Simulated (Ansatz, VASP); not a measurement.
# Two plane-wave programs on Pt

```
Pt
1.0
     2.80729    0.00000    0.00000
    -1.40365    2.43119    0.00000
     0.00000    0.00000   17.16858
Pt
5
Direct
  0.66667 0.33333 0.23298
  0.33333 0.66667 0.36649
  0.00000 0.00000 0.50000
  0.66667 0.33333 0.63351
  0.33333 0.66667 0.76702
```

Alike in both runs: task single point; functional PBE; k mesh 12 × 12 × 1; occupations gaussian, width 0.1 eV; no spin polarisation.

|  | VASP | Ansatz |
| --- | --- | --- |
| version | VASP 6.6.1 | Ansatz 0.2.0 |
| potentials or method | VASP PAW PBE potentials, release 64 (Pt), cutoff 520 eV | scalar-relativistic, plane waves, PAW |
| valence electrons in the cell | 50 | 90 |

Ansatz gave:

```
gap on the k mesh at the Fermi level (eV) : none
rms of the force components (eV/Å)        : 0.103
```

Q: Which values does VASP return?

A: gap on the k mesh at the Fermi level (eV): none; rms of the force components (eV/Å): 0.099.

Atom by atom the forces differ by 0.008 eV/Å (rms over components). A gap of «none» marks a metal or a gap that the smearing closes. VASP's potentials hold 50 valence electrons a cell and Ansatz's 90, so a difference there can come from the potentials and not from the codes.

Spin-orbit coupling is off throughout.
